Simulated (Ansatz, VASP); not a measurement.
One calculation of AlAs, two programs

POSCAR

```
AlAs
1.0
    0.0000000000      2.8389251760      2.8389251760
    2.8389251760      0.0000000000      2.8389251760
    2.8389251760      2.8389251760      0.0000000000
Al As
1 1
Direct
    0.0000000000      0.0000000000      0.0000000000
    0.2500000000      0.2500000000      0.2500000000
```

INCAR.step1

```
PREC     = Accurate       # precision mode
ENCUT    = 400            # plane-wave cutoff, eV
EDIFF    = 1E-5           # SCF threshold, eV
ISMEAR   = 0              # smearing method
SIGMA    = 0.01           # smearing width, eV
LREAL    = F              # projectors in reciprocal space
LASPH    = T              # aspherical terms in the spheres
NELM     = 120            # most SCF steps
ALGO     = Normal         # electronic algorithm
ISIF     = 2              # what is computed and relaxed
LWAVE    = T              # write WAVECAR
GGA      = PE             # functional
NBANDS   = 11             # bands
GGA_COMPAT= F
```

File INCAR.step2:

```
PREC     = Accurate       # precision mode
ENCUT    = 400            # plane-wave cutoff, eV
EDIFF    = 1E-6           # SCF threshold, eV
ISMEAR   = 0              # smearing method
SIGMA    = 0.01           # smearing width, eV
LREAL    = F              # projectors in reciprocal space
LASPH    = T              # aspherical terms in the spheres
NELM     = 120            # most SCF steps
ALGO     = Normal         # electronic algorithm
ISIF     = 2              # what is computed and relaxed
LWAVE    = F              # write WAVECAR
LCHARG   = T              # write CHGCAR
GGA      = PE             # functional
LHFCALC  = T              # exact exchange
AEXX     = 0.75           # exact-exchange fraction
PRECFOCK = Normal       
LELF     = T              # ELF
LVHAR    = T            
ISTART   = 1            
NBANDS   = 11             # bands
GGA_COMPAT= F
```

Contents of KPOINTS:

```
Automatic mesh
0
Gamma
  4 4 4
```

Input for Ansatz:

```yaml
crystal:
  lattice:
    - [0.0, 2.838925176, 2.838925176]
    - [2.838925176, 0.0, 2.838925176]
    - [2.838925176, 2.838925176, 0.0]
  atoms:
    - { symbol: Al, position: [0.0, 0.0, 0.0] }
    - { symbol: As, position: [0.25, 0.25, 0.25] }
kpoints:
  mp_grid: { grid: [4, 4, 4] }
hamiltonian:
  xc: { exchange: pbe, correlation: pbe, exx: { coeff: 0.75 } }
scf:
  occupations: { method: fixed }
  n_extra_bands: 4
output:
  forces: true
  stress: true
  eigenvalues: true
```

Alike in both runs: task single point; functional PBE-based global hybrid; k mesh 4 × 4 × 4; no spin polarisation.

|  | VASP | Ansatz |
| --- | --- | --- |
| version | VASP 6.6.1 | Ansatz 0.2.0 |
| potentials or method | VASP PAW PBE potentials, release 64 (Al, As) | plane waves |
| plane-wave cutoff (eV) | 400 | 420 |
| occupations | gaussian, width 0.01 eV | fixed |
| valence electrons in the cell | 8 | 18 |

|  | VASP | Ansatz | Ansatz less VASP |
| --- | --- | --- | --- |
| gap on the k mesh at the Fermi level (eV) | 5.82 | 5.65 | -0.177 |
| pressure (GPa) | -4.2 | -2.7 | +1.48 |

VASP's potentials were made for PBE, not for PBE-based global hybrid. VASP's potentials hold 8 valence electrons a cell and Ansatz's 18, so a difference there can come from the potentials and not from the codes. Ansatz's warnings: stress exchange threshold loose, stress scf threshold loose.

The k mesh is coarse, so the values compare programs but aren't converged.
